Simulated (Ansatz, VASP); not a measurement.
## Two plane-wave programs on C

POSCAR

```
C
1.0
    0.0000000000      1.7566490000      1.7298980000
    1.7566490000      0.0000000000      1.7298980000
    1.7566490000      1.7566490000      0.0000000000
C
2
Direct
    0.5000000000      0.5000000000      0.5000000000
    0.7500000000      0.7500000000      0.7500000000
```

The input INCAR.step1:

```
ALGO = Normal
EDIFF = 1E-4
ENCUT = 520
GGA = PE
ISMEAR = 0
LASPH = True
LCHARG = False
LREAL = False
LWAVE = True
NBANDS = 11
NELM = 60
PREC = Accurate
SIGMA = 0.05
```

The input INCAR.step2:

```
ALGO = Normal
EDIFF = 1E-6
ENCUT = 520
ISIF = 2
ISMEAR = 0
ISTART = 1
LASPH = True
LCHARG = False
LMIXTAU = True
LREAL = False
LWAVE = False
METAGGA = R2SCAN
NBANDS = 11
NELM = 60
PREC = Accurate
SIGMA = 0.05
```

Contents of KPOINTS:

```
k-points
0
Gamma
  12 12 12
```

Input for Ansatz:

```yaml
crystal:
  lattice:
    - [0.0, 1.756649, 1.729898]
    - [1.756649, 0.0, 1.729898]
    - [1.756649, 1.756649, 0.0]
  atoms:
    - { symbol: C, position: [0.5, 0.5, 0.5] }
    - { symbol: C, position: [0.75, 0.75, 0.75] }
basis:
  ecutwfc: 500
kpoints:
  mp_grid: { grid: [12, 12, 12] }
hamiltonian:
  xc: r2scan
scf:
  occupations: { method: gaussian, width: 0.05 }
output:
  forces: true
  stress: true
  eigenvalues: true
```

Change from the starting cell: strain -0.015 along x and y, -0.030 along z, atoms carried along.

Alike in both runs: task single point; functional r2SCAN; k mesh 12 × 12 × 12; occupations gaussian, width 0.05 eV; no spin polarisation.

|  | VASP | Ansatz |
| --- | --- | --- |
| version | VASP 6.6.1 | Ansatz 0.2.0 |
| potentials or method | VASP PAW PBE potentials, release 64 (C), cutoff 520 eV | scalar-relativistic, plane waves, PAW |
| valence electrons in the cell | 8 | 8 |

```csv
,VASP,Ansatz,Ansatz less VASP
gap on the k mesh at the Fermi level (eV),4.06,4.10,+0.033
least direct gap on the mesh (eV),5.70,5.75,+0.049
pressure (GPa),28.9,27.5,-1.37
"traceless stress, the component that is largest in VASP (GPa)",10.58,10.60,+0.018
```

VASP's potentials were made for PBE, not for r2SCAN. The functional is the same, so the differences come from potentials, cutoffs and numerics.
